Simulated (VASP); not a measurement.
# BO (rock salt type) (Fm-3m) in VASP: a series of runs

Runs on BO (rock salt type). Level: r2SCAN. Tasks: single point.

Program: VASP 6.6.1. These are calculated values, not measurements. Logs are shortened: lines on timing, memory, paths and dates and some standing lists are left out, and cuts for length are marked.

## (1) The cell of the first run

The structure is cubic, space group Fm-3m (No. 225). The conventional cell has a = 3.902 Å, b = 3.902 Å, c = 3.902 Å, α = 90.00°, β = 90.00°, γ = 90.00°. B (site symmetry m-3m) has 6 O at 1.95 Å within 2.6 Å. Within 2.6 Å of O (site symmetry m-3m) lie 6 B at 1.95 Å.

## (2) Single point, r2SCAN

Contents of POSCAR:

```
BO
1.0
    0.0000000000      1.9512302917      1.9512302917
    1.9512302917      0.0000000000      1.9512302917
    1.9512302917      1.9512302917      0.0000000000
B O
1 1
Direct
    0.0000000000      0.0000000000      0.0000000000
    0.5000000000      0.5000000000      0.5000000000
```

Contents of INCAR.step1:

```
ALGO = Normal
EDIFF = 1E-4
ENCUT = 520
GGA = PE
ISMEAR = -1
LASPH = T
LCHARG = F
LREAL = F
LWAVE = T
NBANDS = 12
NELM = 80
PREC = Accurate
SIGMA = 0.1
```

Contents of INCAR.step2:

```
ALGO = Normal
EDIFF = 1E-7
ENCUT = 520
ISIF = 2
ISMEAR = -1
ISTART = 1
LASPH = T
LCHARG = T
LELF = T
LMIXTAU = T
LREAL = F
LVHAR = T
LWAVE = F
METAGGA = R2SCAN
NBANDS = 12
NELM = 80
PREC = Accurate
SIGMA = 0.1
```

Contents of KPOINTS:

```
k-points
0
Gamma
  15 15 15
```

Potentials or basis: VASP PAW PBE potentials, release 64 (B, O).

Run with:

```bash
> cat potpaw_PBE.64/B/POTCAR potpaw_PBE.64/O/POTCAR > POTCAR
> cp INCAR.step1 INCAR
> mpirun -np 1 vasp_std > vasp.out
> cp INCAR.step2 INCAR
> mpirun -np 1 vasp_std > vasp.out
```

OUTCAR:

```text
EDIFF = 1E-7
   ENCUT = 520
   ISIF = 2
   ISMEAR = -1
   ISTART = 1
   LASPH = T
   LREAL = F
   METAGGA = R2SCAN
   NELM = 80
   PREC = Accurate

 ion  position               nearest neighbor table
   1  0.000  0.000  0.000-   2 1.95   2 1.95   2 1.95   2 1.95   2 1.95   2 1.95
   2  0.500  0.500  0.500-   1 1.95   1 1.95   1 1.95   1 1.95   1 1.95   1 1.95

  LATTYP: Found a face centered cubic cell.
 ALAT       =     3.9024605834

  Lattice vectors:

 A1 = (   0.0000000000,   1.9512302917,   1.9512302917)
 A2 = (   1.9512302917,   0.0000000000,   1.9512302917)
 A3 = (   1.9512302917,   1.9512302917,   0.0000000000)

Analysis of symmetry for initial positions (statically):
=====================================================================
 Subroutine PRICEL returns:
 Original cell was already a primitive cell.

 Routine SETGRP: Setting up the symmetry group for a
 face centered cubic supercell.

 Subroutine GETGRP returns: Found 48 space group operations
 (whereof 48 operations were pure point group operations)
 out of a pool of 48 trial point group operations.

The static configuration has the point symmetry O_h .

Analysis of symmetry for dynamics (positions and initial velocities):
=====================================================================
 Subroutine PRICEL returns:
 Original cell was already a primitive cell.

 Routine SETGRP: Setting up the symmetry group for a
 face centered cubic supercell.

 Subroutine GETGRP returns: Found 48 space group operations
 (whereof 48 operations were pure point group operations)
 out of a pool of 48 trial point group operations.

The dynamic configuration has the point symmetry O_h .

 Subroutine INISYM returns: Found 48 space group operations
 (whereof 48 operations are pure point group operations),
 and found     1 'primitive' translations

----------------------------------------------------------------------------------------

                                     Primitive cell

  volume of cell :      14.8578

  direct lattice vectors                    reciprocal lattice vectors
     0.000000000  1.951230292  1.951230292    -0.256248584  0.256248584  0.256248584
     1.951230292  0.000000000  1.951230292     0.256248584 -0.256248584  0.256248584
     1.951230292  1.951230292  0.000000000     0.256248584  0.256248584 -0.256248584

  length of vectors
     2.759456342  2.759456342  2.759456342     0.443835567  0.443835567  0.443835567

  position of ions in fractional coordinates (direct lattice)
     0.000000000  0.000000000  0.000000000
     0.500000000  0.500000000  0.500000000

  ion indices of the primitive-cell ions
   primitive index   ion index
                 1           1
                 2           2

----------------------------------------------------------------------------------------

 KPOINTS: k-points

Automatic generation of k-mesh.
 Grid dimensions read from file:
 generate k-points for:   15   15   15

 Generating k-lattice:

  Cartesian coordinates                     Fractional coordinates (reciprocal lattice)
    -0.017083239  0.017083239  0.017083239     0.066666667  0.000000000  0.000000000
     0.017083239 -0.017083239  0.017083239     0.000000000  0.066666667  0.000000000
     0.017083239  0.017083239 -0.017083239     0.000000000  0.000000000  0.066666667

  Length of vectors
     0.029589038  0.029589038  0.029589038

  Shift w.r.t. Gamma in fractional coordinates (k-lattice)
     0.000000000  0.000000000  0.000000000

 Subroutine IBZKPT returns following result:
 ===========================================

 Found    120 irreducible k-points:

 Following reciprocal coordinates:
            Coordinates               Weight
  0.000000  0.000000  0.000000      1.000000
  0.066667  0.000000  0.000000      8.000000
  0.133333  0.000000  0.000000      8.000000
  0.200000  0.000000  0.000000      8.000000
  0.266667  0.000000  0.000000      8.000000
  0.333333  0.000000  0.000000      8.000000
[... 16 lines left out ...]
  0.133333  0.133333  0.000000      6.000000
  0.200000  0.133333  0.000000     24.000000
 [... further k-points ...]
   k-points           NKPTS =    120   k-points in BZ     NKDIM =    120   number of bands    NBANDS=     12
   number of dos      NEDOS =    301   number of ions     NIONS =      2
   total plane-waves  NPLWV =  13824
   dimension x,y,z NGX =    24 NGY =   24 NGZ =   24
   dimension x,y,z NGXF=    48 NGYF=   48 NGZF=   48
   ions per type =               1   1
   NGX,Y,Z   is equivalent  to a cutoff of  14.46, 14.46, 14.46 a.u.
   NGXF,Y,Z  is equivalent  to a cutoff of  28.92, 28.92, 28.92 a.u.
 SYSTEM =  unknown system
   PREC   = accura    normal or accurate (medium, high low for compatibility)
   ISTART =      1    job   : 0-new  1-cont  2-samecut
   ICHARG =      0    charge: 1-file 2-atom 10-const
   ISPIN  =      1    spin polarized calculation?
   LNONCOLLINEAR =      F non collinear calculations
   LSORBIT =      F    spin-orbit coupling
   LASPH  =      T    aspherical Exc in radial PAW
   ENCUT  =  520.0 eV  38.22 Ry    6.18 a.u.   5.13  5.13  5.13*2*pi/ulx,y,z
   NELM   =     80;   NELMIN=  2; NELMDL=  0     # of ELM steps
   EDIFF  = 0.1E-06   stopping-criterion for ELM
   LREAL  =      F    real-space projection
   EDIFFG = 0.1E-05   stopping-criterion for IOM
   NSW    =      0    number of steps for IOM
   IBRION =     -1    ionic relax: 0-MD 1-quasi-New 2-CG
   NFREE  =      0    steps in history (QN), initial steepest desc. (CG)
   ISIF   =      2    stress and relaxation
   ISYM   =      2    0-nonsym 1-usesym 2-fastsym
   POTIM  = 0.5000    time-step for ionic-motion
   TEBEG  =    0.0;   TEEND  =   0.0 temperature during run
   PSTRESS=    0.0 pullay stress
   NELECT =       9.0000    total number of electrons
   NUPDOWN=      -1.0000    fix difference up-down
   EMIN   =  10.00;   EMAX   =-10.00  energy-range for DOS
   EFERMI =   0.00;   METHOD = LEGACY
   ISMEAR =    -1;   SIGMA  =   0.10  broadening in eV -4-tet -1-fermi 0-gaus
   EFERMI_NEDOS =   21; number of points for ismear=-14 and -15
   IALGO  =     38    algorithm
   IMIX   =      4    mixing-type and parameters
     AMIX     =   0.40;   BMIX     =  1.00
     AMIX_MAG =   1.60;   BMIX_MAG =  1.00
  volume/ion in A,a.u.               =       7.43        50.13
  Fermi-wavevector in a.u.,A,eV,Ry     =   1.385172  2.617596 26.105531  1.918702
  Thomas-Fermi vector in A             =   2.509607
   LORBIT       =      0    0 simple, 1 ext, 2 COOP (PROOUT), +10 PAW based schemes
   METAGGA = R2SCAN    functional components
   LHFCALC =     F    Hartree Fock is set to
   AEXX    =    0.0000 exact exchange contribution
   IVDW    =     0    specifies the selected vdW correction
   LEPSILON=     F    determine dielectric tensor
   LRPA    =     F    only Hartree local field effects (RPA)
 non-spin polarized calculation
  energy-cutoff  :      520.00
  volume of cell :       14.86
 maximum number of plane-waves:       415
 NGX is ok and might be reduce to    24
   NGX = 11   NGY = 11   NGZ = 11

 number of electron       9.0000001 magnetization

 Free energy of the ion-electron system (eV)
  ---------------------------------------------------
  ext. energy  EPLUGINS =         0.00000000
  ---------------------------------------------------
  free energy    TOTEN  =       -11.66950028 eV

  energy without entropy =      -11.64925884  energy(sigma->0) =      -11.65937956

 E-fermi :   8.2126     XC(G=0): -12.8177

 val. band max:        8.1790690690   @ k =   0.2667   0.2000   0.0667
 cond. band min:       8.2212033320   @ k =  -0.4000   0.2667   0.0667
 fundamental gap:      0.0421342630
 Fermi energy:         8.2126417839

 k-point     1 :       0.0000    0.0000    0.0000
  band No.  band energies     occupation
      1     -17.2534      2.00000
      2       2.3642      2.00000
      3       2.3642      2.00000
      4       2.3642      2.00000
      5       4.7176      2.00000
      6      15.0974      0.00000
      7      15.0974      0.00000
      8      15.0974      0.00000
      9      24.0944      0.00000
     10      24.0944      0.00000
     11      24.0944      0.00000
     12      28.9976      0.00000

 k-point     2 :       0.0667    0.0000    0.0000
  band No.  band energies     occupation
      1     -17.1803      2.00000
      2       1.6887      2.00000
      3       2.3609      2.00000
      4       2.3609      2.00000
      5       5.3030      2.00000
      6      14.8640      0.00000
      7      14.8640      0.00000
      8      14.8818      0.00000
      9      23.6674      0.00000
     10      24.3357      0.00000
     11      24.3357      0.00000
     12      30.1214      0.00000

 k-point     3 :       0.1333    0.0000    0.0000
  band No.  band energies     occupation
      1     -16.9665      2.00000
      2       0.4186      2.00000
      3       2.3535      2.00000
      4       2.3535      2.00000
      5       6.2991      2.00000
      6      14.2527      0.00000
      7      14.2527      0.00000
      8      14.3149      0.00000
      9      23.1032      0.00000
     10      25.0293      0.00000
     11      25.0293      0.00000
     12      32.3574      0.00000
[... 286 lines left out ...]
 k-point    23 :       0.1333    0.1333    0.0000
  band No.  band energies     occupation
      1     -16.8703      2.00000
      2       0.5616      2.00000
      3       1.9143      2.00000
      4       1.9143      2.00000
      5       6.9008      2.00000
      6      12.7357      0.00000
      7      14.8868      0.00000
      8      14.8868      0.00000
      9      21.3067      0.00000
     10      26.3562      0.00000
     11      26.3562      0.00000
     12      31.5897      0.00000

 k-point    24 :       0.2000    0.1333    0.0000
  band No.  band energies     occupation
      1     -16.6203      2.00000
      2      -0.3160      2.00000
      3       1.7307      2.00000
      4       1.8471      2.00000
      5       7.6348      1.99383
      6      11.8586      0.00000
      7      14.6532      0.00000
      8      14.6545      0.00000
      9      20.7646      0.00000
     10      27.3283      0.00000
     11      27.5492      0.00000
     12      32.2935      0.00000

 [... further k-points ...]

------------------------ aborting loop because EDIFF is reached ----------------------------------------

  FORCE on cell =-STRESS in cart. coord.  units (eV):
  Direction    XX          YY          ZZ          XY          YZ          ZX
  --------------------------------------------------------------------------------------
  -------------------------------------------------------------------------------------
  Total       -0.3505755     -0.3505755     -0.3505755      0.0000000     -0.0000000      0.0000000
  in kB      -37.8038986    -37.8038986    -37.8038986      0.0000000     -0.0000000      0.0000000
  external PRESSURE =     -37.8038986 kB  Pullay stress =       0.0000000 kB

 VOLUME and BASIS-vectors are now :
 -----------------------------------------------------------------------------
  energy-cutoff  :      520.00
  volume of cell :       14.86
      direct lattice vectors                 reciprocal lattice vectors
     0.000000000  1.951230292  1.951230292    -0.256248584  0.256248584  0.256248584
     1.951230292  0.000000000  1.951230292     0.256248584 -0.256248584  0.256248584
     1.951230292  1.951230292  0.000000000     0.256248584  0.256248584 -0.256248584

 POSITION                                       TOTAL-FORCE (eV/Angst)
 -----------------------------------------------------------------------------------
      0.00000      0.00000      0.00000        -0.000000     -0.000000      0.000000
      1.95123      1.95123      1.95123         0.000000      0.000000     -0.000000
 -----------------------------------------------------------------------------------
    total drift:                               -0.000000     -0.000000      0.000000

  FREE ENERGIE OF THE ION-ELECTRON SYSTEM (eV)
  ---------------------------------------------------
  free  energy   TOTEN  =       -11.6695002822 eV

  energy  without entropy=      -11.6492588398  energy(sigma->0) =      -11.65937956
```

Wall time 66 s (1 thread of Intel Xeon Platinum 8259CL at 2.50GHz (Skylake/Cascade Lake), shared host); peak memory 0.15 GiB.

Results:

```yaml
Free_energy: -11.6695 eV
Pressure: -3.8 GPa
```

Caveat: the PAW data sets were made with another functional, which shifts forces and pressure a little; an odd number of electrons without spin polarisation forces a metal; a magnetic or distorted state may lie lower.

## (3) Single point, r2SCAN

This run uses another cell than the first one, of 7.65 Å³/atom, 1.030 times its volume.

Contents of POSCAR:

```
BO
1.0
    0.0000000000      1.9703612204      1.9703612204
    1.9703612204      0.0000000000      1.9703612204
    1.9703612204      1.9703612204      0.0000000000
B O
1 1
Direct
    0.0000000000      0.0000000000      0.0000000000
    0.5000000000      0.5000000000      0.5000000000
```

Contents of INCAR.step1:

```
PREC = Accurate
ENCUT = 520
ISMEAR = -1
SIGMA = 0.1
LREAL = False
LASPH = True
NELM = 80
NBANDS = 12
GGA = PE
ALGO = Normal
EDIFF = 1E-4
LWAVE = True
LCHARG = False
```

Contents of INCAR.step2:

```
PREC = Accurate
ENCUT = 520
EDIFF = 1E-6
ISMEAR = -1
SIGMA = 0.1
LREAL = False
LASPH = True
NELM = 80
ALGO = Normal
ISIF = 2
LWAVE = False
LCHARG = False
METAGGA = R2SCAN
LMIXTAU = True
NBANDS = 12
ISTART = 1
```

Contents of KPOINTS:

```
Automatic mesh
0
Gamma
  15 15 15
```

Potentials or basis: VASP PAW PBE potentials, release 64 (B, O).

Run with:

```bash
> cat potpaw_PBE.64/B/POTCAR potpaw_PBE.64/O/POTCAR > POTCAR
> cp INCAR.step1 INCAR
> mpirun -np 1 vasp_std > vasp.out
> cp INCAR.step2 INCAR
> mpirun -np 1 vasp_std > vasp.out
```

OUTCAR:

```text
PREC = Accurate
   ENCUT = 520
   EDIFF = 1E-6
   ISMEAR = -1
   LREAL = False
   LASPH = True
   NELM = 80
   ISIF = 2
   METAGGA = R2SCAN
   ISTART = 1

 ion  position               nearest neighbor table
   1  0.000  0.000  0.000-   2 1.97   2 1.97   2 1.97   2 1.97   2 1.97   2 1.97
   2  0.500  0.500  0.500-   1 1.97   1 1.97   1 1.97   1 1.97   1 1.97   1 1.97

  LATTYP: Found a face centered cubic cell.
 ALAT       =     3.9407224408

  Lattice vectors:

 A1 = (   0.0000000000,   1.9703612204,   1.9703612204)
 A2 = (   1.9703612204,   0.0000000000,   1.9703612204)
 A3 = (   1.9703612204,   1.9703612204,   0.0000000000)

Analysis of symmetry for initial positions (statically):
=====================================================================
 Subroutine PRICEL returns:
 Original cell was already a primitive cell.

 Routine SETGRP: Setting up the symmetry group for a
 face centered cubic supercell.

 Subroutine GETGRP returns: Found 48 space group operations
 (whereof 48 operations were pure point group operations)
 out of a pool of 48 trial point group operations.

[... 174 lines left out ...]
      4       2.1178      2.00000
      5       4.1204      2.00000
      6      14.5303      0.00000
      7      14.5303      0.00000
      8      14.5303      0.00000
      9      23.6192      0.00000
     10      23.6192      0.00000
     11      23.6192      0.00000
     12      28.4229      0.00000
[... 331 lines left out ...]
 k-point    24 :       0.2000    0.1333    0.0000
  band No.  band energies     occupation
      1     -16.6754      2.00000
      2      -0.5810      2.00000
      3       1.5087      2.00000
      4       1.6171      2.00000
      5       7.0810      1.99622
      6      11.3921      0.00000
      7      14.1022      0.00000
      8      14.1061      0.00000
      9      20.3442      0.00000
     10      26.7593      0.00000
     11      26.9763      0.00000
     12      31.6429      0.00000

 [... further k-points ...]

------------------------ aborting loop because EDIFF is reached ----------------------------------------

  FORCE on cell =-STRESS in cart. coord.  units (eV):
  Direction    XX          YY          ZZ          XY          YZ          ZX
  --------------------------------------------------------------------------------------
  -------------------------------------------------------------------------------------
  Total       -0.8422689     -0.8422689     -0.8422689      0.0000000      0.0000000     -0.0000000
  in kB      -88.2051239    -88.2051239    -88.2051239      0.0000000      0.0000000     -0.0000000
  external PRESSURE =     -88.2051239 kB  Pullay stress =       0.0000000 kB

 VOLUME and BASIS-vectors are now :
 -----------------------------------------------------------------------------
  energy-cutoff  :      520.00
  volume of cell :       15.30
      direct lattice vectors                 reciprocal lattice vectors
     0.000000000  1.970361220  1.970361220    -0.253760577  0.253760577  0.253760577
     1.970361220  0.000000000  1.970361220     0.253760577 -0.253760577  0.253760577
     1.970361220  1.970361220  0.000000000     0.253760577  0.253760577 -0.253760577

 POSITION                                       TOTAL-FORCE (eV/Angst)
 -----------------------------------------------------------------------------------
      0.00000      0.00000      0.00000         0.000000      0.000000      0.000000
      1.97036      1.97036      1.97036        -0.000000     -0.000000     -0.000000
 -----------------------------------------------------------------------------------
    total drift:                               -0.000000     -0.000000      0.000000

  FREE ENERGIE OF THE ION-ELECTRON SYSTEM (eV)
  ---------------------------------------------------
  free  energy   TOTEN  =       -11.6527425929 eV

  energy  without entropy=      -11.6323185178  energy(sigma->0) =      -11.64253056
```

OUTCAR.step1:

```text
PREC = Accurate
   ENCUT = 520
   ISMEAR = -1
   LREAL = False
   LASPH = True
[... 581 lines left out ...]
      0.00000      0.00000      0.00000         0.000000      0.000000      0.000000
      1.97036      1.97036      1.97036        -0.000000     -0.000000      0.000000
 -----------------------------------------------------------------------------------
    total drift:                               -0.000000     -0.000000      0.000000

  FREE ENERGIE OF THE ION-ELECTRON SYSTEM (eV)
  ---------------------------------------------------
  free  energy   TOTEN  =       -10.1373262118 eV

  energy  without entropy=      -10.1135064596  energy(sigma->0) =      -10.12541634
```

It took 54 s on 1 thread of Intel Xeon Platinum 8259CL at 2.50GHz (Skylake/Cascade Lake), shared host; peak memory 0.15 GiB.

Results:

| Item | Value |
| --- | --- |
| Free energy | -11.6527 eV |
| Pressure | -8.8 GPa |

Caveat: the PAW data sets were made with another functional, which shifts forces and pressure a little; an odd number of electrons without spin polarisation forces a metal; a magnetic or distorted state may lie lower.
